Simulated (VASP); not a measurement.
# Be (P6_3/mmc) in VASP: a series of runs

Be is run at these levels: PBE; tasks: electric field gradients.

Program: VASP 6.6.1. These are calculated values, not measurements. Logs are shortened: lines on timing, memory, paths and dates and some standing lists are left out, and cuts for length are marked.

## (1) The cell of the first run

Symmetry: P6_3/mmc, No. 194, hexagonal system. Conventional cell: a = 2.300 Å, b = 2.300 Å, c = 3.601 Å, α = 90.00°, β = 90.00°, γ = 120.00°. Be (site symmetry -6m2) has 12 Be at 2.24 to 2.30 Å within 3.0 Å.

## (2) Electric field gradients, PBE

INCAR

```
PREC = Accurate ; ENCUT = 520
EDIFF = 1E-8 ; ISMEAR = -1
SIGMA = 0.05 ; LREAL = False
LASPH = True ; NELM = 100
ALGO = Normal ; ISIF = 2
LWAVE = False ; LCHARG = False
GGA = PE ; LEFG = True
NBANDS = 9
```

KPOINTS

```
regular mesh
0
Gamma
  20 20 11
```

POSCAR

```
Be
1.0
    2.2995019849      0.0000000000      0.0000000000
   -1.1497509925      1.9914271350      0.0000000000
    0.0000000000      0.0000000000      3.6009000000
Be
2
Direct
    0.3333333333      0.6666666667      0.2500000000
    0.6666666667      0.3333333333      0.7500000000
```

Potentials or basis: VASP PAW PBE potentials, release 64 (Be).

Command:

```sh
cat potpaw_PBE.64/Be/POTCAR > POTCAR
mpirun -np 1 vasp_std > vasp.out
```

OUTCAR:

```text
PREC = Accurate
   ENCUT = 520
   EDIFF = 1E-8
   ISMEAR = -1
   LREAL = False
   LASPH = True
   NELM = 100
   ISIF = 2
   GGA = PE

 ion  position               nearest neighbor table
   1  0.333  0.667  0.250-   2 2.24   2 2.24   2 2.24   2 2.24   2 2.24   2 2.24
   2  0.667  0.333  0.750-   1 2.24   1 2.24   1 2.24   1 2.24   1 2.24   1 2.24

  LATTYP: Found a hexagonal cell.
 ALAT       =     2.2995019849
 C/A-ratio  =     1.5659477677

  Lattice vectors:

 A1 = (   2.2995019849,   0.0000000000,   0.0000000000)
 A2 = (  -1.1497509925,   1.9914271350,   0.0000000000)
 A3 = (   0.0000000000,   0.0000000000,   3.6009000000)

Analysis of symmetry for initial positions (statically):
=====================================================================
 Subroutine PRICEL returns:
 Original cell was already a primitive cell.

 Routine SETGRP: Setting up the symmetry group for a
 hexagonal supercell.

 Subroutine GETGRP returns: Found 24 space group operations
 (whereof 12 operations were pure point group operations)
 out of a pool of 24 trial point group operations.

The static configuration has the point symmetry D_3d.
 The point group associated with its full space group is D_6h.

Analysis of symmetry for dynamics (positions and initial velocities):
=====================================================================
 Subroutine PRICEL returns:
 Original cell was already a primitive cell.

 Routine SETGRP: Setting up the symmetry group for a
 hexagonal supercell.

 Subroutine GETGRP returns: Found 24 space group operations
 (whereof 12 operations were pure point group operations)
 out of a pool of 24 trial point group operations.

The dynamic configuration has the point symmetry D_3d.
 The point group associated with its full space group is D_6h.

 Subroutine INISYM returns: Found 24 space group operations
 (whereof 12 operations are pure point group operations),
 and found     1 'primitive' translations

----------------------------------------------------------------------------------------

                                     Primitive cell

  volume of cell :      16.4896

  direct lattice vectors                    reciprocal lattice vectors
     2.299501985  0.000000000  0.000000000     0.434876772  0.251076221  0.000000000
    -1.149750993  1.991427135  0.000000000     0.000000000  0.502152443  0.000000000
     0.000000000  0.000000000  3.600900000     0.000000000  0.000000000  0.277708351

  length of vectors
     2.299501985  2.299501985  3.600900000     0.502152443  0.502152443  0.277708351

  position of ions in fractional coordinates (direct lattice)
     0.333333333  0.666666667  0.250000000
     0.666666667  0.333333333  0.750000000

  ion indices of the primitive-cell ions
   primitive index   ion index
                 1           1
                 2           2

----------------------------------------------------------------------------------------

 KPOINTS: regular mesh

Automatic generation of k-mesh.
 Grid dimensions read from file:
 generate k-points for:   20   20   11

 Generating k-lattice:

  Cartesian coordinates                     Fractional coordinates (reciprocal lattice)
     0.021743839  0.012553811  0.000000000     0.050000000  0.000000000  0.000000000
     0.000000000  0.025107622  0.000000000     0.000000000  0.050000000  0.000000000
     0.000000000  0.000000000  0.025246214     0.000000000  0.000000000  0.090909091

  Length of vectors
     0.025107622  0.025107622  0.025246214

  Shift w.r.t. Gamma in fractional coordinates (k-lattice)
     0.000000000  0.000000000  0.000000000

 Subroutine IBZKPT returns following result:
 ===========================================

 Found    264 irreducible k-points:

 Following reciprocal coordinates:
            Coordinates               Weight
  0.000000  0.000000  0.000000      1.000000
  0.050000  0.000000  0.000000      6.000000
  0.100000 -0.000000  0.000000      6.000000
  0.150000  0.000000  0.000000      6.000000
  0.200000 -0.000000  0.000000      6.000000
  0.250000 -0.000000  0.000000      6.000000
[... 16 lines left out ...]
  0.200000  0.100000  0.000000     12.000000
  0.250000  0.100000  0.000000     12.000000
 [... further k-points ...]
   k-points           NKPTS =    264   k-points in BZ     NKDIM =    264   number of bands    NBANDS=      9
   number of dos      NEDOS =    301   number of ions     NIONS =      2
   total plane-waves  NPLWV =   9072
   dimension x,y,z NGX =    18 NGY =   18 NGZ =   28
   dimension x,y,z NGXF=    36 NGYF=   36 NGZF=   56
   ions per type =               2
   NGX,Y,Z   is equivalent  to a cutoff of  13.01, 13.01, 12.93 a.u.
   NGXF,Y,Z  is equivalent  to a cutoff of  26.03, 26.03, 25.85 a.u.
 SYSTEM =  unknown system
   PREC   = accura    normal or accurate (medium, high low for compatibility)
   ISTART =      0    job   : 0-new  1-cont  2-samecut
   ICHARG =      2    charge: 1-file 2-atom 10-const
   ISPIN  =      1    spin polarized calculation?
   LNONCOLLINEAR =      F non collinear calculations
   LSORBIT =      F    spin-orbit coupling
   LASPH  =      T    aspherical Exc in radial PAW
   ENCUT  =  520.0 eV  38.22 Ry    6.18 a.u.   4.28  4.28  6.70*2*pi/ulx,y,z
   NELM   =    100;   NELMIN=  2; NELMDL= -5     # of ELM steps
   EDIFF  = 0.1E-07   stopping-criterion for ELM
   LREAL  =      F    real-space projection
   EDIFFG = 0.1E-06   stopping-criterion for IOM
   NSW    =      0    number of steps for IOM
   IBRION =     -1    ionic relax: 0-MD 1-quasi-New 2-CG
   NFREE  =      0    steps in history (QN), initial steepest desc. (CG)
   ISIF   =      2    stress and relaxation
   ISYM   =      2    0-nonsym 1-usesym 2-fastsym
   POTIM  = 0.5000    time-step for ionic-motion
   TEBEG  =    0.0;   TEEND  =   0.0 temperature during run
   PSTRESS=    0.0 pullay stress
   NELECT =       4.0000    total number of electrons
   NUPDOWN=      -1.0000    fix difference up-down
   EMIN   =  10.00;   EMAX   =-10.00  energy-range for DOS
   EFERMI =   0.00;   METHOD = LEGACY
   ISMEAR =    -1;   SIGMA  =   0.05  broadening in eV -4-tet -1-fermi 0-gaus
   EFERMI_NEDOS =   21; number of points for ismear=-14 and -15
   IALGO  =     38    algorithm
   IMIX   =      4    mixing-type and parameters
     AMIX     =   0.40;   BMIX     =  1.00
     AMIX_MAG =   1.60;   BMIX_MAG =  1.00
  volume/ion in A,a.u.               =       8.24        55.64
  Fermi-wavevector in a.u.,A,eV,Ry     =   1.020998  1.929407 14.183227  1.042438
  Thomas-Fermi vector in A             =   2.154599
   LORBIT       =      0    0 simple, 1 ext, 2 COOP (PROOUT), +10 PAW based schemes
   GGA     = PE    functional components
   LHFCALC =     F    Hartree Fock is set to
   AEXX    =    0.0000 exact exchange contribution
   IVDW    =     0    specifies the selected vdW correction
   LEPSILON=     F    determine dielectric tensor
   LRPA    =     F    only Hartree local field effects (RPA)
 non-spin polarized calculation
  energy-cutoff  :      520.00
  volume of cell :       16.49
 maximum number of plane-waves:       465
 NGX is ok and might be reduce to    18
   NGX =  9   NGY =  9   NGZ = 13

 number of electron       4.0000000 magnetization

 Free energy of the ion-electron system (eV)
  ---------------------------------------------------
  ext. energy  EPLUGINS =         0.00000000
  ---------------------------------------------------
  free energy    TOTEN  =        -7.52504298 eV

  energy without entropy =       -7.52414982  energy(sigma->0) =       -7.52459640

 E-fermi :   6.6110     XC(G=0): -10.4683

 val. band max:        6.5965349441   @ k =   0.3000   0.2000   0.0000
 cond. band min:       6.6437267033   @ k =   0.3000   0.3000   0.2727
 fundamental gap:      0.0471917592
 Fermi energy:         6.6110096218

 k-point     1 :       0.0000    0.0000    0.0000
  band No.  band energies     occupation
      1      -4.4347      2.00000
      2       2.4430      2.00000
      3       7.7536      0.00000
      4      22.0539      0.00000
      5      22.0539      0.00000
      6      24.8475      0.00000
      7      24.8475      0.00000
      8      27.0212      0.00000
      9      33.0327      0.00000
[... 265 lines left out ...]
 k-point    24 :       0.2500    0.1000    0.0000
  band No.  band energies     occupation
      1      -1.6794      2.00000
      2       5.9605      2.00000
      3       7.8357      0.00000
      4      12.7453      0.00000
      5      15.6681      0.00000
      6      20.0250      0.00000
      7      21.5069      0.00000
      8      23.4518      0.00000
      9      27.1602      0.00000

 [... further k-points ...]

------------------------ aborting loop because EDIFF is reached ----------------------------------------

  FORCE on cell =-STRESS in cart. coord.  units (eV):
  Direction    XX          YY          ZZ          XY          YZ          ZX
  --------------------------------------------------------------------------------------
  -------------------------------------------------------------------------------------
  Total       -0.4693578     -0.4693578     -0.4750655      0.0000000      0.0000000     -0.0000000
  in kB      -45.6042503    -45.6042503    -46.1588315      0.0000000      0.0000000     -0.0000000
  external PRESSURE =     -45.7891107 kB  Pullay stress =       0.0000000 kB

 VOLUME and BASIS-vectors are now :
 -----------------------------------------------------------------------------
  energy-cutoff  :      520.00
  volume of cell :       16.49
      direct lattice vectors                 reciprocal lattice vectors
     2.299501985  0.000000000  0.000000000     0.434876772  0.251076221  0.000000000
    -1.149750993  1.991427135  0.000000000     0.000000000  0.502152443  0.000000000
     0.000000000  0.000000000  3.600900000     0.000000000  0.000000000  0.277708351

 POSITION                                       TOTAL-FORCE (eV/Angst)
 -----------------------------------------------------------------------------------
     -0.00000      1.32762      0.90023        -0.000000      0.000000      0.000000
      1.14975      0.66381      2.70068         0.000000     -0.000000      0.000000
 -----------------------------------------------------------------------------------
    total drift:                                0.000000     -0.000000      0.000000

  FREE ENERGIE OF THE ION-ELECTRON SYSTEM (eV)
  ---------------------------------------------------
  free  energy   TOTEN  =        -7.5250429752 eV

  energy  without entropy=       -7.5241498242  energy(sigma->0) =       -7.52459640

 Electric field gradients (V/A^2)
---------------------------------------------------------------------
 ion       V_xx      V_yy      V_zz      V_xy      V_xz      V_yz
---------------------------------------------------------------------
   1       0.301     0.301    -0.602    -0.000    -0.000     0.000
   2       0.301     0.301    -0.602    -0.000     0.000    -0.000
---------------------------------------------------------------------

 Electric field gradients after diagonalization (V/A^2)
 (convention: |V_zz| > |V_xx| > |V_yy|)
----------------------------------------------------------------------
 ion       V_xx      V_yy      V_zz     asymmetry (V_yy - V_xx)/ V_zz
----------------------------------------------------------------------
   1       0.301     0.301    -0.602       0.000
   2       0.301     0.301    -0.602       0.000
----------------------------------------------------------------------

           NMR quadrupolar parameters

 Cq : quadrupolar parameter    Cq=e*Q*V_zz/h
 eta: asymmetry parameters     (V_yy - V_xx)/ V_zz
 Q  : nuclear electric quadrupole moment in mb (millibarn)
----------------------------------------------------------------------
 ion       Cq(MHz)       eta       Q (mb)
----------------------------------------------------------------------
   1      -0.001       0.000       1.000
   2      -0.001       0.000       1.000
----------------------------------------------------------------------
```

It took 13 s on 1 thread of Intel Xeon 6975P-C (Granite Rapids), shared host; peak memory 0.15 GiB.

Results:

```
Free energy                             : -7.5250 eV
Pressure                                : -4.6 GPa
Band gap on the k mesh                  : zero (bands 2 and 3 overlap by 1.39 eV)
Largest electric field gradient by atom : Be -0.6 V/Å²
```

Electric field gradients, principal values (V/Å²):
```
atom  least  middle  greatest (by size)
1 Be  0.301   0.301              -0.602
2 Be  0.301   0.301              -0.602
```

Caveat: the cell stands under tension; without QUAD_EFG the Cq values of the log hold for a quadrupole moment of 1 mb, not for the nuclei.

## (3) Electric field gradients, PBE

INCAR

```
SYSTEM = Be
  PREC = Accurate
  ENCUT = 520
  EDIFF = 1E-8
  ISMEAR = -1
  SIGMA = 0.05
  LREAL = .FALSE.
  LASPH = .TRUE.
  NELM = 60
  ALGO = Normal
  ISIF = 2
  LWAVE = .FALSE.
  LCHARG = .FALSE.
  GGA = PE
  LEFG = .TRUE.
  NBANDS = 9
```

KPOINTS

```
regular mesh
0
G
  20 20 11
  0 0 0
```

POSCAR is that of step 2.

Potentials or basis: VASP PAW PBE potentials, release 64 (Be).

Command:

```sh
cat potpaw_PBE.64/Be/POTCAR > POTCAR
mpirun -np 1 vasp_std > vasp.out
```

OUTCAR:

```text
SYSTEM = Be
   PREC = Accurate
   ENCUT = 520
   EDIFF = 1E-8
   ISMEAR = -1
   LREAL = .FALSE.
   LASPH = .TRUE.
   NELM = 60
   ISIF = 2
   GGA = PE

 ion  position               nearest neighbor table
   1  0.333  0.667  0.250-   2 2.24   2 2.24   2 2.24   2 2.24   2 2.24   2 2.24
   2  0.667  0.333  0.750-   1 2.24   1 2.24   1 2.24   1 2.24   1 2.24   1 2.24

  LATTYP: Found a hexagonal cell.
 ALAT       =     2.2995019849
 C/A-ratio  =     1.5659477677

  Lattice vectors:

 A1 = (   2.2995019849,   0.0000000000,   0.0000000000)
 A2 = (  -1.1497509925,   1.9914271350,   0.0000000000)
 A3 = (   0.0000000000,   0.0000000000,   3.6009000000)

Analysis of symmetry for initial positions (statically):
=====================================================================
 Subroutine PRICEL returns:
 Original cell was already a primitive cell.

 Routine SETGRP: Setting up the symmetry group for a
 hexagonal supercell.

 Subroutine GETGRP returns: Found 24 space group operations
 (whereof 12 operations were pure point group operations)
 out of a pool of 24 trial point group operations.

The static configuration has the point symmetry D_3d.
 The point group associated with its full space group is D_6h.

Analysis of symmetry for dynamics (positions and initial velocities):
=====================================================================
 Subroutine PRICEL returns:
 Original cell was already a primitive cell.

 Routine SETGRP: Setting up the symmetry group for a
 hexagonal supercell.

 Subroutine GETGRP returns: Found 24 space group operations
 (whereof 12 operations were pure point group operations)
[... 435 lines left out ...]
  band No.  band energies     occupation
      1      -1.6794      2.00000
      2       5.9605      2.00000
      3       7.8357      0.00000
      4      12.7453      0.00000
      5      15.6681      0.00000
      6      20.0250      0.00000
      7      21.5069      0.00000
      8      23.4518      0.00000
      9      27.1602      0.00000

 [... further k-points ...]

------------------------ aborting loop because EDIFF is reached ----------------------------------------

  FORCE on cell =-STRESS in cart. coord.  units (eV):
  Direction    XX          YY          ZZ          XY          YZ          ZX
  --------------------------------------------------------------------------------------
  -------------------------------------------------------------------------------------
  Total       -0.4693578     -0.4693578     -0.4750655      0.0000000      0.0000000     -0.0000000
  in kB      -45.6042503    -45.6042503    -46.1588315      0.0000000      0.0000000     -0.0000000
  external PRESSURE =     -45.7891107 kB  Pullay stress =       0.0000000 kB

 VOLUME and BASIS-vectors are now :
 -----------------------------------------------------------------------------
  energy-cutoff  :      520.00
  volume of cell :       16.49
      direct lattice vectors                 reciprocal lattice vectors
     2.299501985  0.000000000  0.000000000     0.434876772  0.251076221  0.000000000
    -1.149750993  1.991427135  0.000000000     0.000000000  0.502152443  0.000000000
     0.000000000  0.000000000  3.600900000     0.000000000  0.000000000  0.277708351

 POSITION                                       TOTAL-FORCE (eV/Angst)
 -----------------------------------------------------------------------------------
     -0.00000      1.32762      0.90023        -0.000000      0.000000      0.000000
      1.14975      0.66381      2.70068         0.000000     -0.000000      0.000000
 -----------------------------------------------------------------------------------
    total drift:                                0.000000     -0.000000      0.000000

  FREE ENERGIE OF THE ION-ELECTRON SYSTEM (eV)
  ---------------------------------------------------
  free  energy   TOTEN  =        -7.5250429752 eV

  energy  without entropy=       -7.5241498242  energy(sigma->0) =       -7.52459640

 Electric field gradients (V/A^2)
---------------------------------------------------------------------
 ion       V_xx      V_yy      V_zz      V_xy      V_xz      V_yz
---------------------------------------------------------------------
   1       0.301     0.301    -0.602    -0.000    -0.000     0.000
   2       0.301     0.301    -0.602    -0.000     0.000    -0.000
---------------------------------------------------------------------

 Electric field gradients after diagonalization (V/A^2)
 (convention: |V_zz| > |V_xx| > |V_yy|)
----------------------------------------------------------------------
 ion       V_xx      V_yy      V_zz     asymmetry (V_yy - V_xx)/ V_zz
----------------------------------------------------------------------
   1       0.301     0.301    -0.602       0.000
   2       0.301     0.301    -0.602       0.000
----------------------------------------------------------------------

           NMR quadrupolar parameters

 Cq : quadrupolar parameter    Cq=e*Q*V_zz/h
 eta: asymmetry parameters     (V_yy - V_xx)/ V_zz
 Q  : nuclear electric quadrupole moment in mb (millibarn)
----------------------------------------------------------------------
 ion       Cq(MHz)       eta       Q (mb)
----------------------------------------------------------------------
   1      -0.001       0.000       1.000
   2      -0.001       0.000       1.000
----------------------------------------------------------------------
```

OSZICAR:

```text
N       E                     dE             d eps       ncg     rms          rms(c)
DAV:   1    -0.305220948426E+01   -0.30522E+01   -0.17613E+03  4808   0.361E+02
DAV:   2    -0.752630789631E+01   -0.44741E+01   -0.43167E+01  7202   0.521E+01
DAV:   3    -0.758255169574E+01   -0.56244E-01   -0.55945E-01  5406   0.382E+00
DAV:   4    -0.758264122959E+01   -0.89534E-04   -0.89531E-04  5955   0.156E-01
DAV:   5    -0.758264127879E+01   -0.49202E-07   -0.49349E-07  5331   0.356E-03    0.117E+00
DAV:   6    -0.754191061481E+01    0.40731E-01   -0.49384E-03  5251   0.680E-01    0.717E-01
DAV:   7    -0.752506480911E+01    0.16846E-01   -0.55833E-03  5281   0.714E-01    0.249E-02
DAV:   8    -0.752504409942E+01    0.20710E-04   -0.14329E-05  5220   0.317E-02    0.861E-03
DAV:   9    -0.752504335145E+01    0.74797E-06   -0.25208E-06  5450   0.136E-02    0.102E-03
DAV:  10    -0.752504312351E+01    0.22794E-06   -0.75224E-09  5727   0.734E-04    0.276E-04
DAV:  11    -0.752504298026E+01    0.14325E-06   -0.32692E-09  3957   0.524E-04    0.762E-06
DAV:  12    -0.752504297523E+01    0.50313E-08   -0.87111E-11  2727   0.616E-05
   1 F= -.75250430E+01 E0= -.75245964E+01  d E =-.893151E-03
```

It took 12 s on 1 thread of Intel Xeon 6975P-C (Granite Rapids), shared host; peak memory 0.14 GiB.

What came out:

```
Free energy                             : -7.5250 eV
Pressure                                : -4.6 GPa
Band gap on the k mesh                  : zero (bands 2 and 3 overlap by 1.39 eV)
Largest electric field gradient by atom : Be -0.6 V/Å²
```

Electric field gradients, principal values (V/Å²):
```tsv
atom	least	middle	greatest (by size)
1 Be	0.301	0.301	-0.602
2 Be	0.301	0.301	-0.602
```

Caveat: the cell stands under tension; without QUAD_EFG the Cq values of the log hold for a quadrupole moment of 1 mb, not for the nuclei.

(Part 1 of 2 ends here.)
